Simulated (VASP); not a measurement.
# ScPt (Pm-3m) in VASP: notebook, part 3 of 3

VASP 6.6.1. The steps go on from the part before.

## Step 6: Electric field gradients, LDA (18.18 Å³/atom)

This run uses another cell than the first one, of 18.18 Å³/atom.

The input, INCAR:

```
SYSTEM = ScPt
  PREC = Accurate
  ENCUT = 520
  EDIFF = 1E-8
  ISMEAR = -1
  SIGMA = 0.05
  LREAL = .False.
  LASPH = .True.
  NELM = 60
  ALGO = Normal
  ISIF = 2
  LWAVE = .False.
  LCHARG = .False.
  GGA = CA
  LEFG = .True.
  NBANDS = 18
```

The input, KPOINTS:

```
regular mesh
0
Gamma
  10 10 10
  0 0 0
```

The input, POSCAR:

```
ScPt
1.0
    3.3130312505      0.0000000000      0.0000000000
    0.0000000000      3.3130312505      0.0000000000
    0.0000000000      0.0000000000      3.3130312505
Sc Pt
1 1
Direct
    0.5000000000      0.5000000000      0.5000000000
    0.0000000000      0.0000000000      0.0000000000
```

Potentials or basis: VASP PAW LDA potentials, release 64 (Sc_sv, Pt).

Started as:

```sh
> cat potpaw_LDA.64/Sc_sv/POTCAR potpaw_LDA.64/Pt/POTCAR > POTCAR
> mpirun -np 1 vasp_std > vasp.out
```

OUTCAR:

```text
SYSTEM = ScPt
   PREC = Accurate
   ENCUT = 520
   EDIFF = 1E-8
   ISMEAR = -1
   LREAL = .False.
   LASPH = .True.
   NELM = 60
   ISIF = 2
   GGA = CA

 ion  position               nearest neighbor table
   1  0.500  0.500  0.500-   2 2.87   2 2.87   2 2.87   2 2.87   2 2.87   2 2.87   2 2.87   2 2.87

   2  0.000  0.000  0.000-   1 2.87   1 2.87   1 2.87   1 2.87   1 2.87   1 2.87   1 2.87   1 2.87

  LATTYP: Found a simple cubic cell.
 ALAT       =     3.3130312505

  Lattice vectors:

 A1 = (   3.3130312505,   0.0000000000,   0.0000000000)
 A2 = (   0.0000000000,   3.3130312505,   0.0000000000)
 A3 = (   0.0000000000,   0.0000000000,   3.3130312505)

Analysis of symmetry for initial positions (statically):
=====================================================================
 Subroutine PRICEL returns:
 Original cell was already a primitive cell.

 Routine SETGRP: Setting up the symmetry group for a
 simple cubic supercell.

 Subroutine GETGRP returns: Found 48 space group operations
 (whereof 48 operations were pure point group operations)
 out of a pool of 48 trial point group operations.

The static configuration has the point symmetry O_h .

Analysis of symmetry for dynamics (positions and initial velocities):
=====================================================================
 Subroutine PRICEL returns:
 Original cell was already a primitive cell.

 Routine SETGRP: Setting up the symmetry group for a
 simple cubic supercell.

 Subroutine GETGRP returns: Found 48 space group operations
 (whereof 48 operations were pure point group operations)
 out of a pool of 48 trial point group operations.

The dynamic configuration has the point symmetry O_h .

 Subroutine INISYM returns: Found 48 space group operations
 (whereof 48 operations are pure point group operations),
 and found     1 'primitive' translations

----------------------------------------------------------------------------------------

                                     Primitive cell

  volume of cell :      36.3644

  direct lattice vectors                    reciprocal lattice vectors
     3.313031250  0.000000000  0.000000000     0.301838384  0.000000000  0.000000000
     0.000000000  3.313031250  0.000000000     0.000000000  0.301838384  0.000000000
     0.000000000  0.000000000  3.313031250     0.000000000  0.000000000  0.301838384

  length of vectors
     3.313031250  3.313031250  3.313031250     0.301838384  0.301838384  0.301838384

  position of ions in fractional coordinates (direct lattice)
     0.500000000  0.500000000  0.500000000
     0.000000000  0.000000000  0.000000000

  ion indices of the primitive-cell ions
   primitive index   ion index
                 1           1
                 2           2

----------------------------------------------------------------------------------------

 KPOINTS: regular mesh

Automatic generation of k-mesh.
 Grid dimensions read from file:
[... 66 lines left out ...]
   LREAL  =      F    real-space projection
   EDIFFG = 0.1E-06   stopping-criterion for IOM
   NSW    =      0    number of steps for IOM
   IBRION =     -1    ionic relax: 0-MD 1-quasi-New 2-CG
   NFREE  =      0    steps in history (QN), initial steepest desc. (CG)
   ISIF   =      2    stress and relaxation
   ISYM   =      2    0-nonsym 1-usesym 2-fastsym
   POTIM  = 0.5000    time-step for ionic-motion
   TEBEG  =    0.0;   TEEND  =   0.0 temperature during run
   PSTRESS=    0.0 pullay stress
   NELECT =      21.0000    total number of electrons
   NUPDOWN=      -1.0000    fix difference up-down
   EMIN   =  10.00;   EMAX   =-10.00  energy-range for DOS
   EFERMI =   0.00;   METHOD = LEGACY
   ISMEAR =    -1;   SIGMA  =   0.05  broadening in eV -4-tet -1-fermi 0-gaus
   EFERMI_NEDOS =   21; number of points for ismear=-14 and -15
   IALGO  =     38    algorithm
   IMIX   =      4    mixing-type and parameters
     AMIX     =   0.40;   BMIX     =  1.00
     AMIX_MAG =   1.60;   BMIX_MAG =  1.00
  volume/ion in A,a.u.               =      18.18       122.70
  Fermi-wavevector in a.u.,A,eV,Ry     =   1.363293  2.576249 25.287334  1.858567
  Thomas-Fermi vector in A             =   2.489708
   LORBIT       =      0    0 simple, 1 ext, 2 COOP (PROOUT), +10 PAW based schemes
   GGA     = CA    functional components
   LHFCALC =     F    Hartree Fock is set to
   AEXX    =    0.0000 exact exchange contribution
   IVDW    =     0    specifies the selected vdW correction
   LEPSILON=     F    determine dielectric tensor
   LRPA    =     F    only Hartree local field effects (RPA)
 non-spin polarized calculation
  energy-cutoff  :      520.00
  volume of cell :       36.36
 maximum number of plane-waves:       996
 NGX is ok and might be reduce to    28
   NGX = 13   NGY = 13   NGZ = 13

 number of electron      21.0000003 magnetization

 Free energy of the ion-electron system (eV)
  ---------------------------------------------------
  ext. energy  EPLUGINS =         0.00000000
  ---------------------------------------------------
  free energy    TOTEN  =       -16.58941970 eV

  energy without entropy =      -16.57473772  energy(sigma->0) =      -16.58207871

 E-fermi :   7.3950     XC(G=0): -12.0348

 val. band max:        7.3856929401   @ k =   0.5000   0.4000   0.3000
 cond. band min:       7.4295013615   @ k =   0.4000   0.2000   0.2000
 fundamental gap:      0.0438084214
 Fermi energy:         7.3949747835

 k-point     1 :       0.0000    0.0000    0.0000
  band No.  band energies     occupation
      1     -41.9415      2.00000
      2     -20.8121      2.00000
      3     -20.8121      2.00000
      4     -20.8121      2.00000
      5      -0.4795      2.00000
      6       2.4183      2.00000
[... 481 lines left out ...]
      5       1.2002      2.00000
      6       3.0361      2.00000
[... 10 lines left out ...]
     17      16.6121      0.00000
     18      17.3763      0.00000

 [... further k-points ...]
[... 5 lines left out ...]
  --------------------------------------------------------------------------------------
  -------------------------------------------------------------------------------------
  Total       -2.2341500     -2.2341500     -2.2341500     -0.0000000     -0.0000000      0.0000000
  in kB      -98.4342659    -98.4342659    -98.4342659     -0.0000000     -0.0000000      0.0000000
  external PRESSURE =     -98.4342659 kB  Pullay stress =       0.0000000 kB

 VOLUME and BASIS-vectors are now :
 -----------------------------------------------------------------------------
  energy-cutoff  :      520.00
  volume of cell :       36.36
      direct lattice vectors                 reciprocal lattice vectors
     3.313031250  0.000000000  0.000000000     0.301838384  0.000000000  0.000000000
     0.000000000  3.313031250  0.000000000     0.000000000  0.301838384  0.000000000
     0.000000000  0.000000000  3.313031250     0.000000000  0.000000000  0.301838384

 POSITION                                       TOTAL-FORCE (eV/Angst)
 -----------------------------------------------------------------------------------
      1.65652      1.65652      1.65652         0.000000      0.000000      0.000000
      0.00000      0.00000      0.00000         0.000000      0.000000      0.000000
 -----------------------------------------------------------------------------------
    total drift:                                0.000000      0.000000      0.000000

  FREE ENERGIE OF THE ION-ELECTRON SYSTEM (eV)
  ---------------------------------------------------
  free  energy   TOTEN  =       -16.5894197018 eV

  energy  without entropy=      -16.5747377161  energy(sigma->0) =      -16.58207871

 Electric field gradients (V/A^2)
---------------------------------------------------------------------
 ion       V_xx      V_yy      V_zz      V_xy      V_xz      V_yz
---------------------------------------------------------------------
   1       0.000    -0.000     0.000     0.000    -0.000     0.000
   2      -0.000    -0.000    -0.000     0.000    -0.000     0.000
---------------------------------------------------------------------

 Electric field gradients after diagonalization (V/A^2)
 (convention: |V_zz| > |V_xx| > |V_yy|)
----------------------------------------------------------------------
 ion       V_xx      V_yy      V_zz     asymmetry (V_yy - V_xx)/ V_zz
----------------------------------------------------------------------
   1      -0.000     0.000     0.000       0.426
   2      -0.000    -0.000    -0.000      -0.651
----------------------------------------------------------------------

           NMR quadrupolar parameters

 Cq : quadrupolar parameter    Cq=e*Q*V_zz/h
 eta: asymmetry parameters     (V_yy - V_xx)/ V_zz
 Q  : nuclear electric quadrupole moment in mb (millibarn)
----------------------------------------------------------------------
 ion       Cq(MHz)       eta       Q (mb)
----------------------------------------------------------------------
   1       0.000       0.426       1.000
   2      -0.000      -0.651       1.000
----------------------------------------------------------------------
```

OSZICAR:

```text
N       E                     dE             d eps       ncg     rms          rms(c)
DAV:   1     0.195345466812E+03    0.19535E+03   -0.10434E+04  2088   0.122E+03
DAV:   2    -0.822737383451E+01   -0.20357E+03   -0.19613E+03  2090   0.369E+02
DAV:   3    -0.178649357815E+02   -0.96376E+01   -0.90884E+01  2730   0.916E+01
DAV:   4    -0.180759382343E+02   -0.21100E+00   -0.20979E+00  3020   0.136E+01
DAV:   5    -0.180775712835E+02   -0.16330E-02   -0.16330E-02  2560   0.904E-01    0.911E+00
DAV:   6    -0.168214726636E+02    0.12561E+01   -0.19265E+00  2782   0.199E+01    0.370E+00
DAV:   7    -0.166229278577E+02    0.19854E+00   -0.76530E-01  2748   0.664E+00    0.117E+00
DAV:   8    -0.165960231471E+02    0.26905E-01   -0.99870E-02  3056   0.312E+00    0.602E-01
DAV:   9    -0.165909634186E+02    0.50597E-02   -0.29111E-02  2556   0.264E+00    0.306E-01
DAV:  10    -0.165896316360E+02    0.13318E-02   -0.95754E-03  2670   0.136E+00    0.878E-02
DAV:  11    -0.165894204660E+02    0.21117E-03   -0.73288E-04  3006   0.364E-01    0.114E-02
DAV:  12    -0.165894198826E+02    0.58348E-06   -0.14993E-05  3100   0.373E-02    0.404E-03
DAV:  13    -0.165894197437E+02    0.13886E-06   -0.64160E-07  3050   0.977E-03    0.222E-03
DAV:  14    -0.165894197019E+02    0.41824E-07   -0.20120E-07  3058   0.378E-03    0.147E-04
DAV:  15    -0.165894197018E+02    0.44110E-10   -0.20967E-09  1184   0.577E-04
   1 F= -.16589420E+02 E0= -.16582079E+02  d E =-.146820E-01
```

Wall time 60 s (1 thread of AMD EPYC 7R13, shared host); peak memory 0.14 GiB.

Results:

```
Free energy                             : -16.5894 eV
Pressure                                : -9.8 GPa
Band gap on the k mesh                  : zero (an odd number of electrons rules out a gap without spin polarisation)
Largest electric field gradient by atom : zero within the noise of the run
```

Levels at points of the mesh, in eV from the Fermi level:
```csv
k point,band 8,band 9,band 10,band 11,band 12,band 13
"(0.00, 0.00, 0.00)",-2.74,-2.74,-2.74,1.36,1.36,3.26
"(0.50, 0.00, 0.00)",-3.11,-3.11,-2.36,-0.93,-0.10,1.13
"(0.50, 0.50, 0.00)",-3.73,-1.57,-0.83,0.31,0.31,1.83
"(0.50, 0.50, 0.50)",-1.52,-1.52,-1.32,-1.32,-1.32,2.86
```

Caveat: the cell stands under tension; spin-orbit coupling is left out, which moves the levels of the heavy elements.

## Step 7: Overview

| cell | gap on the mesh (eV) | pressure (GPa) |
| --- | --- | --- |
| a = 3.259 Å, 2 atoms | none | -3.4 |
| a = 3.281 Å, 2 atoms | none | -6.2 |
| a = 3.292 Å, 2 atoms | none | -7.5 |
| a = 3.313 Å, 2 atoms | none | -9.8 |

Alike in all rows: task electric field gradients; level LDA; potentials or basis VASP PAW LDA potentials, release 64 (Sc_sv, Pt); no spin polarisation; k mesh 10 × 10 × 10; cutoff (eV) 520; smearing fermi-dirac 0.05 eV.

Caveats: the cell stands under tension; spin-orbit coupling is left out, which moves the levels of the heavy elements.

Total energies depend on the potentials used, so only differences within one code and one set of settings carry meaning.
